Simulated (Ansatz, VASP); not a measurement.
# Cu in VASP and in Ansatz

The input INCAR:

```
ALGO = Fast
EDIFF = 1E-6
ENCUT = 520
GGA = PS
ISIF = 2
ISMEAR = 0
LASPH = T
LCHARG = F
LREAL = F
LWAVE = F
NBANDS = 18
NELM = 60
PREC = Accurate
SIGMA = 0.15
```

KPOINTS

```
k-points
0
Gamma
  24 24 12
```

Contents of POSCAR:

```
Cu
1.0
    2.6608015033      0.0000000000      0.0000000000
   -1.3304007516      2.3043216963      0.0000000000
    0.0000000000      0.0000000000      4.1125710000
Cu
2
Direct
    0.3333333333      0.6666666667      0.2500000000
    0.6666666667      0.3333333333      0.7500000000
```

Input for Ansatz:

```yaml
crystal:
  lattice:
    - [2.6608015033, 0.0, 0.0]
    - [-1.3304007516, 2.3043216963, 0.0]
    - [0.0, 0.0, 4.112571]
  atoms:
    - { symbol: Cu, position: [0.3333333333, 0.6666666667, 0.25] }
    - { symbol: Cu, position: [0.6666666667, 0.3333333333, 0.75] }
basis:
  ecutwfc: 420
kpoints:
  mp_grid: { grid: [24, 24, 12] }
hamiltonian:
  xc: pbesol
scf:
  occupations: { method: gaussian, width: 0.15 }
output:
  forces: true
  stress: true
  eigenvalues: true
```

Change from the starting cell: strain +0.050 along x and y, +0.000 along z, atoms carried along.

Alike in both runs: task single point; functional PBEsol; k mesh 24 × 24 × 12; occupations gaussian, width 0.15 eV; no spin polarisation.

|  | VASP | Ansatz |
| --- | --- | --- |
| version | VASP 6.6.1 | Ansatz 0.2.0 |
| potentials or method | VASP PAW PBE potentials, release 64 (Cu), cutoff 520 eV | scalar-relativistic, plane waves, PAW |
| valence electrons in the cell | 22 | 38 |

Ansatz gave:

| Item | Value |
| --- | --- |
| gap on the k mesh at the Fermi level (eV) | none |
| pressure (GPa) | -13.3 |
| traceless stress, the component that is largest in VASP (GPa) | 4.88 |

What did VASP give for the same quantities?

gap on the k mesh at the Fermi level (eV): none; pressure (GPa): -12.8; traceless stress, the component that is largest in VASP (GPa): 4.85.

VASP's potentials were made for PBE, not for PBEsol. A gap of «none» marks a metal or a gap that the smearing closes. VASP's potentials hold 22 valence electrons a cell and Ansatz's 38, so a difference there can come from the potentials and not from the codes.
